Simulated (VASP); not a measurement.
# TiO2 in VASP: further runs, part 2 of 3

VASP 6.6.1. Earlier steps stand in the parts before.

**3. Single point, r2SCAN (10.03 Å³/atom)**

POSCAR reads:

```
TiO2
1.0
    2.6317119391     -2.6317868390     -0.0198473294
    2.6317119391      2.6317868390     -0.0198473294
   -2.5992061865      0.0000000000      4.3640899866
Ti O
2 4
Direct
    0.1249863304      0.8750136696      0.2500000000
    0.8750136696      0.1249863304      0.7500000000
    0.3460079043      0.0960105158      0.6920132479
    0.6539920957      0.9039894842      0.3079867521
    0.9039894842      0.6539920957      0.8079867521
    0.0960105158      0.3460079043      0.1920132479
```

INCAR.step1 reads:

```
PREC = Accurate
ENCUT = 520
ISMEAR = 0
SIGMA = 0.02
LREAL = False
LASPH = True
NELM = 80
NBANDS = 33
GGA = PE
ALGO = Normal
EDIFF = 1E-4
LWAVE = True
LCHARG = False
```

INCAR.step2 reads:

```
PREC = Accurate
ENCUT = 520
EDIFF = 1E-6
ISMEAR = 0
SIGMA = 0.02
LREAL = False
LASPH = True
NELM = 80
ALGO = Normal
ISIF = 2
LWAVE = False
LCHARG = False
METAGGA = R2SCAN
LMIXTAU = True
NBANDS = 33
ISTART = 1
```

KPOINTS reads:

```
regular mesh
0
Gamma
  8 8 6
```

Potentials or basis: VASP PAW PBE potentials, release 64 (Ti_sv, O).

The run is started by

```
> cat potpaw_PBE.64/Ti_sv/POTCAR potpaw_PBE.64/O/POTCAR > POTCAR
> cp INCAR.step1 INCAR
> mpirun -np 1 vasp_std > vasp.out
> cp INCAR.step2 INCAR
> mpirun -np 1 vasp_std > vasp.out
```

OUTCAR:

```text
PREC = Accurate
   ENCUT = 520
   EDIFF = 1E-6
   ISMEAR = 0
   LREAL = False
   LASPH = True
   NELM = 80
   ISIF = 2
   METAGGA = R2SCAN
   ISTART = 1

 ion  position               nearest neighbor table
   1  0.125  0.875  0.250-   4 1.88   6 1.88   4 1.88   6 1.88   3 1.92   5 1.92   2 2.86   2 2.86
                             2 2.86   2 2.86
   2  0.875  0.125  0.750-   3 1.88   5 1.88   5 1.88   3 1.88   6 1.92   4 1.92   1 2.86   1 2.86
                             1 2.86   1 2.86
   3  0.346  0.096  0.692-   2 1.88   2 1.88   1 1.92
   4  0.654  0.904  0.308-   1 1.88   1 1.88   2 1.92
   5  0.904  0.654  0.808-   2 1.88   2 1.88   1 1.92
   6  0.096  0.346  0.192-   1 1.88   1 1.88   2 1.92

  Warning from LATTYP: Got some problem with cell dimensions!
  Tried to take original basis but could not verify dimensions!
  LATTYP: Found a base centered monoclinic cell.
 ALAT       =     5.2635735568
 B/A-ratio  =     1.0000000230
 C/A-ratio  =     0.9649751237
 COS(beta)  =    -0.5180975135

  Lattice vectors:

 A1 = (  -2.6317119391,   2.6317868390,   0.0198473294)
 A2 = (  -2.6317119391,  -2.6317868390,   0.0198473294)
 A3 = (   2.6642176917,   0.0000000000,   4.3243953278)

Analysis of symmetry for initial positions (statically):
=====================================================================
 Subroutine PRICEL returns:
 Original cell was already a primitive cell.

 Routine SETGRP: Setting up the symmetry group for a
 base centered monoclinic supercell.

 Subroutine GETGRP returns: Found  4 space group operations
 (whereof  2 operations were pure point group operations)
 out of a pool of  4 trial point group operations.

The static configuration has the point symmetry S_2 .
 The point group associated with its full space group is C_2h.

Analysis of symmetry for dynamics (positions and initial velocities):
=====================================================================
 Subroutine PRICEL returns:
 Original cell was already a primitive cell.

 Routine SETGRP: Setting up the symmetry group for a
 base centered monoclinic supercell.

 Subroutine GETGRP returns: Found  4 space group operations
 (whereof  2 operations were pure point group operations)
 out of a pool of  4 trial point group operations.

The dynamic configuration has the point symmetry S_2 .
 The point group associated with its full space group is C_2h.

 Subroutine INISYM returns: Found  4 space group operations
 (whereof  2 operations are pure point group operations),
 and found     1 'primitive' translations

----------------------------------------------------------------------------------------

                                     Primitive cell

  volume of cell :      60.1808

  direct lattice vectors                    reciprocal lattice vectors
     2.631711939 -2.631786839 -0.019847329     0.190847629 -0.189984991  0.113666844
     2.631711939  2.631786839 -0.019847329     0.190847629  0.189984991  0.113666844
    -2.599206187  0.000000000  4.364089987     0.001735902  0.000000000  0.230176731

  length of vectors
[... 26 lines left out ...]

 Generating k-lattice:

  Cartesian coordinates                     Fractional coordinates (reciprocal lattice)
     0.023855954 -0.023748124  0.014208356     0.125000000  0.000000000  0.000000000
     0.023855954  0.023748124  0.014208356     0.000000000  0.125000000  0.000000000
     0.000289317  0.000000000  0.038362788     0.000000000  0.000000000  0.166666667

  Length of vectors
     0.036537067  0.036537067  0.038363879

  Shift w.r.t. Gamma in fractional coordinates (k-lattice)
     0.000000000  0.000000000  0.000000000

 Subroutine IBZKPT returns following result:
 ===========================================

 Found    114 irreducible k-points:

 Following reciprocal coordinates:
            Coordinates               Weight
  0.000000  0.000000  0.000000      1.000000
  0.125000  0.000000  0.000000      4.000000
  0.250000  0.000000  0.000000      4.000000
  0.375000  0.000000  0.000000      4.000000
  0.500000  0.000000  0.000000      2.000000
  0.125000  0.125000  0.000000      2.000000
[... 16 lines left out ...]
  0.125000  0.000000  0.166667      4.000000
  0.250000  0.000000  0.166667      4.000000
 [... further k-points ...]
   k-points           NKPTS =    114   k-points in BZ     NKDIM =    114   number of bands    NBANDS=     33
   number of dos      NEDOS =    301   number of ions     NIONS =      6
   total plane-waves  NPLWV =  31360
   dimension x,y,z NGX =    28 NGY =   28 NGZ =   40
   dimension x,y,z NGXF=    56 NGYF=   56 NGZF=   80
   ions per type =               2   4
   NGX,Y,Z   is equivalent  to a cutoff of  12.51, 12.51, 13.09 a.u.
   NGXF,Y,Z  is equivalent  to a cutoff of  25.01, 25.01, 26.18 a.u.
 SYSTEM =  unknown system
   PREC   = accura    normal or accurate (medium, high low for compatibility)
   ISTART =      1    job   : 0-new  1-cont  2-samecut
   ICHARG =      0    charge: 1-file 2-atom 10-const
   ISPIN  =      1    spin polarized calculation?
   LNONCOLLINEAR =      F non collinear calculations
   LSORBIT =      F    spin-orbit coupling
   LASPH  =      T    aspherical Exc in radial PAW
   ENCUT  =  520.0 eV  38.22 Ry    6.18 a.u.   6.92  6.92  9.44*2*pi/ulx,y,z
   NELM   =     80;   NELMIN=  2; NELMDL=  0     # of ELM steps
   EDIFF  = 0.1E-05   stopping-criterion for ELM
   LREAL  =      F    real-space projection
[... 7 lines left out ...]
   TEBEG  =    0.0;   TEEND  =   0.0 temperature during run
   PSTRESS=    0.0 pullay stress
   NELECT =      48.0000    total number of electrons
   NUPDOWN=      -1.0000    fix difference up-down
   EMIN   =  10.00;   EMAX   =-10.00  energy-range for DOS
   EFERMI =   0.00;   METHOD = LEGACY
   ISMEAR =     0;   SIGMA  =   0.02  broadening in eV -4-tet -1-fermi 0-gaus
   EFERMI_NEDOS =   21; number of points for ismear=-14 and -15
   IALGO  =     38    algorithm
   IMIX   =      4    mixing-type and parameters
     AMIX     =   0.40;   BMIX     =  1.00
     AMIX_MAG =   1.60;   BMIX_MAG =  1.00
  volume/ion in A,a.u.               =      10.03        67.69
  Fermi-wavevector in a.u.,A,eV,Ry     =   1.518225  2.869029 31.361511  2.305006
  Thomas-Fermi vector in A             =   2.627374
   LORBIT       =      0    0 simple, 1 ext, 2 COOP (PROOUT), +10 PAW based schemes
   METAGGA = R2SCAN    functional components
   LHFCALC =     F    Hartree Fock is set to
   AEXX    =    0.0000 exact exchange contribution
   IVDW    =     0    specifies the selected vdW correction
   LEPSILON=     F    determine dielectric tensor
   LRPA    =     F    only Hartree local field effects (RPA)
 non-spin polarized calculation
 Gauss-broadening in eV      SIGMA  =   0.02
  energy-cutoff  :      520.00
  volume of cell :       60.18
 maximum number of plane-waves:      1637
   NGX = 13   NGY = 13   NGZ = 19

 number of electron      48.0000010 magnetization

 Free energy of the ion-electron system (eV)
  ---------------------------------------------------
  ext. energy  EPLUGINS =         0.00000000
  ---------------------------------------------------
  free energy    TOTEN  =       -69.12572414 eV

  energy without entropy =      -69.12572414  energy(sigma->0) =      -69.12572414

 E-fermi :   4.5390     XC(G=0): -12.2320

 val. band max:        4.4334629701   @ k =   0.5000   0.5000   0.0000
 cond. band min:       6.7400647726   @ k =   0.0000   0.0000   0.0000
 fundamental gap:      2.3066018025
 Fermi energy:         4.5389806780

 k-point     1 :       0.0000    0.0000    0.0000
  band No.  band energies     occupation
      1     -53.9920      2.00000
      2     -53.8657      2.00000
      3     -29.5929      2.00000
      4     -29.2490      2.00000
      5     -29.2490      2.00000
      6     -29.1098      2.00000
[... 853 lines left out ...]
     32      10.8612      0.00000
     33      11.7900      0.00000

 [... further k-points ...]
[... 5 lines left out ...]
  --------------------------------------------------------------------------------------
  -------------------------------------------------------------------------------------
  Total       11.0261966     11.0260599     11.0437000      0.0000000      0.0000000      0.0009299
  in kB      293.5476940    293.5440570    294.0136835      0.0000000      0.0000000      0.0247553
  external PRESSURE =     293.7018115 kB  Pullay stress =       0.0000000 kB

 VOLUME and BASIS-vectors are now :
 -----------------------------------------------------------------------------
  energy-cutoff  :      520.00
  volume of cell :       60.18
      direct lattice vectors                 reciprocal lattice vectors
     2.631711939 -2.631786839 -0.019847329     0.190847629 -0.189984991  0.113666844
     2.631711939  2.631786839 -0.019847329     0.190847629  0.189984991  0.113666844
    -2.599206187  0.000000000  4.364089987     0.001735902  0.000000000  0.230176731

 POSITION                                       TOTAL-FORCE (eV/Angst)
 -----------------------------------------------------------------------------------
      1.98191      1.97391      1.07118         0.000000      0.000164     -0.000000
      0.68231     -1.97391      3.25322         0.000000     -0.000164     -0.000000
     -0.63542     -0.65794      3.01124         0.001201     -0.000453      0.052693
      3.29964      0.65794      1.31316        -0.001201      0.000453     -0.052693
      2.00003     -0.65794      3.49521        -0.001201     -0.000453     -0.052693
      0.66418      0.65794      0.82919         0.001201      0.000453      0.052693
 -----------------------------------------------------------------------------------
    total drift:                                0.000000     -0.000000      0.000000

  FREE ENERGIE OF THE ION-ELECTRON SYSTEM (eV)
  ---------------------------------------------------
  free  energy   TOTEN  =       -69.1257241439 eV

  energy  without entropy=      -69.1257241439  energy(sigma->0) =      -69.12572414
```

It took 17 min on 1 thread of Intel Xeon 6975P-C (Granite Rapids), shared host; peak memory 0.3 GiB.

Results:

| Property | Result |
| --- | --- |
| Free energy | -69.1257 eV |
| Pressure | 29.4 GPa |
| Largest force | 0.053 eV/Å |
| Band gap on the k mesh | 2.31 eV (least direct gap 2.96 eV) |

Forces in eV/Å, atoms in the order of the input:
```
Ti   0.000  0.000  0.000
Ti   0.000  0.000  0.000
O    0.001  0.000  0.053
O   -0.001  0.000 -0.053
O   -0.001  0.000 -0.053
O    0.001  0.000  0.053
```

Caveat: the cell stands under pressure; the PAW data sets were made with another functional, which shifts forces and pressure a little.

**4. Single point, r2SCAN (10.37 Å³/atom)**

POSCAR reads:

```
TiO2
1.0
    2.6405307551     -2.6406052260     -0.0198860448
    2.6405307551      2.6406052260     -0.0198860448
   -2.6070889940      0.0000000000      4.4822721516
Ti O
2 4
Direct
    0.1249781228      0.8750218772      0.2500000000
    0.8750218772      0.1249781228      0.7500000000
    0.3418744619      0.0918689331      0.6837323562
    0.6581255381      0.9081310669      0.3162676438
    0.9081310669      0.6581255381      0.8162676438
    0.0918689331      0.3418744619      0.1837323562
```

INCAR.step1 reads:

```
SYSTEM = TiO2
PREC = Accurate
ENCUT = 520
ISMEAR = 0
SIGMA = 0.02
LREAL = .FALSE.
LASPH = .TRUE.
NELM = 80
NBANDS = 33
GGA = PE
ALGO = Normal
EDIFF = 1E-4
LWAVE = .TRUE.
LCHARG = .FALSE.
```

INCAR.step2 reads:

```
SYSTEM = TiO2
PREC = Accurate
ENCUT = 520
EDIFF = 1E-7
ISMEAR = 0
SIGMA = 0.02
LREAL = .FALSE.
LASPH = .TRUE.
NELM = 80
ALGO = Normal
ISIF = 2
LWAVE = .FALSE.
LCHARG = .TRUE.
METAGGA = R2SCAN
LMIXTAU = .TRUE.
LELF = .TRUE.
LVHAR = .TRUE.
NBANDS = 33
ISTART = 1
```

KPOINTS reads:

```
regular mesh
0
G
  8 8 6
  0 0 0
```

The run is started by

```
> cat potpaw_PBE.64/Ti_sv/POTCAR potpaw_PBE.64/O/POTCAR > POTCAR
> cp INCAR.step1 INCAR
> mpirun -np 1 vasp_std > vasp.out
> cp INCAR.step2 INCAR
> mpirun -np 1 vasp_std > vasp.out
```

It took 15 min on 1 thread of Intel Xeon 6975P-C (Granite Rapids), shared host; peak memory 0.31 GiB.

Results (log left out):

```yaml
Free_energy: -69.4465 eV
Pressure: 21.3 GPa
Largest_force: 0.045 eV/Å
Band_gap_on_the_k_mesh: 2.40 eV (least direct gap 2.98 eV)
```

Forces on the atoms (eV/Å):
```
Ti   0.000  0.000  0.000
Ti   0.000  0.000  0.000
O    0.001  0.000  0.045
O   -0.001  0.000 -0.045
O   -0.001  0.000 -0.045
O    0.001  0.000  0.045
```

Levels at points of the mesh, in eV from the valence-band top:
```csv
k point,band 22,band 23,band 24,band 25,band 26,band 27
"(0.00, 0.00, 0.00)",-0.76,-0.74,-0.74,2.40,3.43,4.19
"(0.50, 0.00, 0.00)",-1.27,-1.02,-0.74,3.80,3.84,4.24
"(0.50, 0.50, 0.00)",-2.52,0.00,0.00,4.19,4.19,4.62
"(0.00, 0.00, 0.50)",-1.52,-0.35,-0.35,2.90,2.90,4.24
"(0.50, 0.00, 0.50)",-1.27,-1.01,-0.74,3.80,3.84,4.24
"(0.50, 0.50, 0.50)",-2.52,0.00,0.00,4.19,4.19,4.62
```

Caveat: the cell stands under pressure; the PAW data sets were made with another functional, which shifts forces and pressure a little. A k mesh can miss the band edges.

[end of part 2 of 3]
